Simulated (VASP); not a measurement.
# ZnS (R3m) in VASP: single point with PBE

Aim: the single point of ZnS with PBE.

Program: VASP 6.6.1. These are calculated values, not measurements. Logs are shortened: lines on timing, memory, paths and dates and some standing lists are left out, and cuts for length are marked.

## 1. The cell of the first run

The structure is trigonal, space group R3m (No. 160). Conventional cell: a = 3.846 Å, b = 3.846 Å, c = 28.348 Å, α = 90.00°, β = 90.00°, γ = 120.00°. Zn (site symmetry 3m) has 4 S at 2.36 Å within 3.1 Å. Within 3.1 Å of Zn (site symmetry 3m) lie 4 S at 2.36 Å. Within 3.1 Å of Zn (site symmetry 3m) lie 4 S at 2.36 Å. S (site symmetry 3m) has 4 Zn at 2.36 Å within 3.1 Å. S (site symmetry 3m) has 4 Zn at 2.36 Å within 3.1 Å. Within 3.1 Å of S (site symmetry 3m) lie 4 Zn at 2.36 Å.

## 2. Single point, PBE

INCAR reads:

```
SYSTEM = ZnS
PREC = Accurate
ENCUT = 520
EDIFF = 1E-7
ISMEAR = 0
SIGMA = 0.02
LREAL = .FALSE.
LASPH = .TRUE.
NELM = 100
ALGO = Normal
ISIF = 2
LWAVE = .FALSE.
LCHARG = .FALSE.
GGA = PE
NBANDS = 36
```

KPOINTS reads:

```
regular mesh
0
G
  12 12 12
  0 0 0
```

POSCAR reads:

```
ZnS
1.0
    1.9231070198      1.1103063572      9.4492380393
   -1.9231070198      1.1103063572      9.4492380393
    0.0000000000     -2.2206127094      9.4492380399
Zn S
3 3
Direct
    0.0000337515      0.0000337515      0.0000337515
    0.7777459705      0.7777459705      0.7777459705
    0.5554676347      0.5554676347      0.5554676347
    0.9167049405      0.9167049405      0.9167049405
    0.4721473926      0.4721473926      0.4721473926
    0.6945743103      0.6945743103      0.6945743103
```

Potentials or basis: VASP PAW PBE potentials, release 64 (Zn, S).

Command:

```console
$ cat potpaw_PBE.64/Zn/POTCAR potpaw_PBE.64/S/POTCAR > POTCAR
$ mpirun -np 1 vasp_std > vasp.out
```

OUTCAR:

```text
SYSTEM = ZnS
   PREC = Accurate
   ENCUT = 520
   EDIFF = 1E-7
   ISMEAR = 0
   LREAL = .FALSE.
   LASPH = .TRUE.
   NELM = 100
   ISIF = 2
   GGA = PE

 ion  position               nearest neighbor table
   1  0.000  0.000  0.000-   6 2.36   6 2.36   6 2.36   4 2.36
   2  0.778  0.778  0.778-   5 2.36   5 2.36   5 2.36   6 2.36
   3  0.555  0.555  0.555-   4 2.36   4 2.36   4 2.36   5 2.36
   4  0.917  0.917  0.917-   3 2.36   3 2.36   3 2.36   1 2.36
   5  0.472  0.472  0.472-   2 2.36   2 2.36   2 2.36   3 2.36
   6  0.695  0.695  0.695-   1 2.36   1 2.36   1 2.36   2 2.36

  LATTYP: Found a trigonal (rhomboedric) cell.
 ALAT       =     9.7066585569
 COS(alpha) =     0.9214949859

  Lattice vectors:

 A1 = (   1.9231070198,   1.1103063572,   9.4492380393)
 A2 = (  -1.9231070198,   1.1103063572,   9.4492380393)
 A3 = (   0.0000000000,  -2.2206127094,   9.4492380399)

Analysis of symmetry for initial positions (statically):
=====================================================================
 Subroutine PRICEL returns:
 Original cell was already a primitive cell.

 Routine SETGRP: Setting up the symmetry group for a
 trigonal (rhombohedral) supercell.

 Subroutine GETGRP returns: Found  6 space group operations
 (whereof  6 operations were pure point group operations)
 out of a pool of 12 trial point group operations.

The static configuration has the point symmetry C_3v.

Analysis of symmetry for dynamics (positions and initial velocities):
=====================================================================
 Subroutine PRICEL returns:
 Original cell was already a primitive cell.

 Routine SETGRP: Setting up the symmetry group for a
 trigonal (rhombohedral) supercell.

 Subroutine GETGRP returns: Found  6 space group operations
 (whereof  6 operations were pure point group operations)
 out of a pool of 12 trial point group operations.

The dynamic configuration has the point symmetry C_3v.

 Subroutine INISYM returns: Found  6 space group operations
 (whereof  6 operations are pure point group operations),
 and found     1 'primitive' translations

----------------------------------------------------------------------------------------

                                     Primitive cell

  volume of cell :     121.0582

  direct lattice vectors                    reciprocal lattice vectors
     1.923107020  1.110306357  9.449238039     0.259995931  0.150108721  0.035276213
    -1.923107020  1.110306357  9.449238039    -0.259995931  0.150108721  0.035276213
     0.000000000 -2.220612709  9.449238040     0.000000000 -0.300217441  0.035276213

  length of vectors
     9.706658557  9.706658557  9.706658557     0.302282853  0.302282853  0.302282853

  position of ions in fractional coordinates (direct lattice)
     0.000033751  0.000033751  0.000033751
     0.777745970  0.777745970  0.777745970
     0.555467635  0.555467635  0.555467635
     0.916704940  0.916704940  0.916704940
     0.472147393  0.472147393  0.472147393
     0.694574310  0.694574310  0.694574310

  ion indices of the primitive-cell ions
   primitive index   ion index
                 1           1
                 2           2
                 3           3
                 4           4
                 5           5
                 6           6

----------------------------------------------------------------------------------------

 KPOINTS: regular mesh

Automatic generation of k-mesh.
 Grid dimensions read from file:
 generate k-points for:   12   12   12

 Generating k-lattice:

  Cartesian coordinates                     Fractional coordinates (reciprocal lattice)
     0.021666328  0.012509060  0.002939684     0.083333333  0.000000000  0.000000000
    -0.021666328  0.012509060  0.002939684     0.000000000  0.083333333  0.000000000
     0.000000000 -0.025018120  0.002939684     0.000000000  0.000000000  0.083333333

  Length of vectors
     0.025190238  0.025190238  0.025190238

  Shift w.r.t. Gamma in fractional coordinates (k-lattice)
     0.000000000  0.000000000  0.000000000

 Subroutine IBZKPT returns following result:
 ===========================================

 Found    189 irreducible k-points:

 Following reciprocal coordinates:
            Coordinates               Weight
  0.000000  0.000000  0.000000      1.000000
  0.083333  0.000000 -0.000000      6.000000
  0.166667  0.000000 -0.000000      6.000000
  0.250000  0.000000  0.000000      6.000000
  0.333333  0.000000 -0.000000      6.000000
  0.416667  0.000000 -0.000000      6.000000
[... 16 lines left out ...]
  0.500000  0.166667 -0.000000     12.000000
 -0.416667  0.166667  0.000000     12.000000
 [... further k-points ...]
   k-points           NKPTS =    189   k-points in BZ     NKDIM =    189   number of bands    NBANDS=     36
   number of dos      NEDOS =    301   number of ions     NIONS =      6
   total plane-waves  NPLWV = 373248
   dimension x,y,z NGX =    72 NGY =   72 NGZ =   72
   dimension x,y,z NGXF=   144 NGYF=  144 NGZF=  144
   ions per type =               3   3
   NGX,Y,Z   is equivalent  to a cutoff of  12.33, 12.33, 12.33 a.u.
   NGXF,Y,Z  is equivalent  to a cutoff of  24.66, 24.66, 24.66 a.u.
 SYSTEM =  ZnS
   PREC   = accura    normal or accurate (medium, high low for compatibility)
   ISTART =      0    job   : 0-new  1-cont  2-samecut
   ICHARG =      2    charge: 1-file 2-atom 10-const
   ISPIN  =      1    spin polarized calculation?
   LNONCOLLINEAR =      F non collinear calculations
   LSORBIT =      F    spin-orbit coupling
   LASPH  =      T    aspherical Exc in radial PAW
   ENCUT  =  520.0 eV  38.22 Ry    6.18 a.u.  18.05 18.05 18.05*2*pi/ulx,y,z
   NELM   =    100;   NELMIN=  2; NELMDL= -5     # of ELM steps
   EDIFF  = 0.1E-06   stopping-criterion for ELM
   LREAL  =      F    real-space projection
   EDIFFG = 0.1E-05   stopping-criterion for IOM
   NSW    =      0    number of steps for IOM
   IBRION =     -1    ionic relax: 0-MD 1-quasi-New 2-CG
   NFREE  =      0    steps in history (QN), initial steepest desc. (CG)
   ISIF   =      2    stress and relaxation
   ISYM   =      2    0-nonsym 1-usesym 2-fastsym
   POTIM  = 0.5000    time-step for ionic-motion
   TEBEG  =    0.0;   TEEND  =   0.0 temperature during run
   PSTRESS=    0.0 pullay stress
   NELECT =      54.0000    total number of electrons
   NUPDOWN=      -1.0000    fix difference up-down
   EMIN   =  10.00;   EMAX   =-10.00  energy-range for DOS
   EFERMI =   0.00;   METHOD = LEGACY
   ISMEAR =     0;   SIGMA  =   0.02  broadening in eV -4-tet -1-fermi 0-gaus
   EFERMI_NEDOS =   21; number of points for ismear=-14 and -15
   IALGO  =     38    algorithm
   IMIX   =      4    mixing-type and parameters
     AMIX     =   0.40;   BMIX     =  1.00
     AMIX_MAG =   1.60;   BMIX_MAG =  1.00
  volume/ion in A,a.u.               =      20.18       136.16
  Fermi-wavevector in a.u.,A,eV,Ry     =   1.250858  2.363779 21.288294  1.564646
  Thomas-Fermi vector in A             =   2.384833
   LORBIT       =      0    0 simple, 1 ext, 2 COOP (PROOUT), +10 PAW based schemes
   GGA     = PE    functional components
   LHFCALC =     F    Hartree Fock is set to
   AEXX    =    0.0000 exact exchange contribution
   IVDW    =     0    specifies the selected vdW correction
   LEPSILON=     F    determine dielectric tensor
   LRPA    =     F    only Hartree local field effects (RPA)
 non-spin polarized calculation
 Gauss-broadening in eV      SIGMA  =   0.02
  energy-cutoff  :      520.00
  volume of cell :      121.06
 maximum number of plane-waves:      3287
   NGX = 37   NGY = 37   NGZ = 37

 number of electron      54.0000003 magnetization

 Free energy of the ion-electron system (eV)
  ---------------------------------------------------
  ext. energy  EPLUGINS =         0.00000000
  ---------------------------------------------------
  free energy    TOTEN  =       -20.54707925 eV

  energy without entropy =      -20.54707925  energy(sigma->0) =      -20.54707925

 E-fermi :   2.0313     XC(G=0):  -9.5203

 val. band max:        1.9114574244   @ k =   0.0000   0.0000   0.0000
 cond. band min:       3.9719437179   @ k =   0.0000   0.0000   0.0000
 fundamental gap:      2.0604862935
 Fermi energy:         2.0312605676

 k-point     1 :       0.0000    0.0000    0.0000
  band No.  band energies     occupation
      1     -11.0911      2.00000
      2     -10.4593      2.00000
      3     -10.4510      2.00000
      4      -4.3438      2.00000
      5      -4.3371      2.00000
      6      -4.3371      2.00000
[... 28 lines left out ...]
     35       8.8440      0.00000
     36       9.2406      0.00000

 k-point     2 :       0.0833    0.0000   -0.0000
  band No.  band energies     occupation
      1     -11.0453      2.00000
      2     -10.4470      2.00000
      3     -10.3995      2.00000
      4      -4.3413      2.00000
      5      -4.3332      2.00000
      6      -4.3279      2.00000
[... 28 lines left out ...]
     35       8.9126      0.00000
     36       9.0467      0.00000

 k-point     3 :       0.1667    0.0000   -0.0000
  band No.  band energies     occupation
      1     -10.9143      2.00000
      2     -10.3772      2.00000
      3     -10.2928      2.00000
      4      -4.3449      2.00000
      5      -4.3145      2.00000
      6      -4.3041      2.00000
[... 28 lines left out ...]
     35       8.8899      0.00000
     36       9.5547      0.00000
[... 742 lines left out ...]
 k-point    23 :       0.5000    0.1667   -0.0000
  band No.  band energies     occupation
      1     -10.2134      2.00000
      2     -10.0323      2.00000
      3      -9.9352      2.00000
      4      -4.2811      2.00000
      5      -4.2748      2.00000
      6      -4.2219      2.00000
[... 28 lines left out ...]
     35       9.8637      0.00000
     36      10.0545      0.00000

 k-point    24 :      -0.4167    0.1667    0.0000
  band No.  band energies     occupation
      1     -10.1352      2.00000
      2      -9.9795      2.00000
      3      -9.9462      2.00000
      4      -4.2862      2.00000
      5      -4.2646      2.00000
      6      -4.2122      2.00000
[... 28 lines left out ...]
     35       9.9348      0.00000
     36      10.4147      0.00000

 [... further k-points ...]

------------------------ aborting loop because EDIFF is reached ----------------------------------------

  FORCE on cell =-STRESS in cart. coord.  units (eV):
  Direction    XX          YY          ZZ          XY          YZ          ZX
  --------------------------------------------------------------------------------------
  -------------------------------------------------------------------------------------
  Total        0.1145330      0.1145330      0.1023434      0.0000000     -0.0000000      0.0000000
  in kB        1.5158179      1.5158179      1.3544910      0.0000000     -0.0000000      0.0000000
  external PRESSURE =       1.4620423 kB  Pullay stress =       0.0000000 kB

 VOLUME and BASIS-vectors are now :
 -----------------------------------------------------------------------------
  energy-cutoff  :      520.00
  volume of cell :      121.06
      direct lattice vectors                 reciprocal lattice vectors
     1.923107020  1.110306357  9.449238039     0.259995931  0.150108721  0.035276213
    -1.923107020  1.110306357  9.449238039    -0.259995931  0.150108721  0.035276213
     0.000000000 -2.220612709  9.449238040     0.000000000 -0.300217441  0.035276213

 POSITION                                       TOTAL-FORCE (eV/Angst)
 -----------------------------------------------------------------------------------
      0.00000      0.00000      0.00096         0.000000     -0.000000     -0.002087
      0.00000      0.00000     22.04732         0.000000     -0.000000     -0.003038
      0.00000      0.00000     15.74624         0.000000     -0.000000     -0.003371
      0.00000      0.00000     25.98649         0.000000      0.000000      0.001942
      0.00000      0.00000     13.38430         0.000000      0.000000      0.003981
      0.00000      0.00000     19.68959         0.000000      0.000000      0.002573
 -----------------------------------------------------------------------------------
    total drift:                                0.000000      0.000000     -0.000097

  FREE ENERGIE OF THE ION-ELECTRON SYSTEM (eV)
  ---------------------------------------------------
  free  energy   TOTEN  =       -20.5470792469 eV

  energy  without entropy=      -20.5470792469  energy(sigma->0) =      -20.54707925
```

It took 1.9 h on 1 thread of Oxide Virtual Turin-like, shared host; peak memory 1.1 GiB.

Results:

```
Free energy            : -20.5471 eV
Pressure               : 0.1 GPa
Largest force          : 0.004 eV/Å
Band gap on the k mesh : 2.06 eV
```

Forces on the atoms (eV/Å):
```
Zn   0.000  0.000 -0.002
Zn   0.000  0.000 -0.003
Zn   0.000  0.000 -0.003
S    0.000  0.000  0.002
S    0.000  0.000  0.004
S    0.000  0.000  0.003
```

A k mesh can miss the band edges.
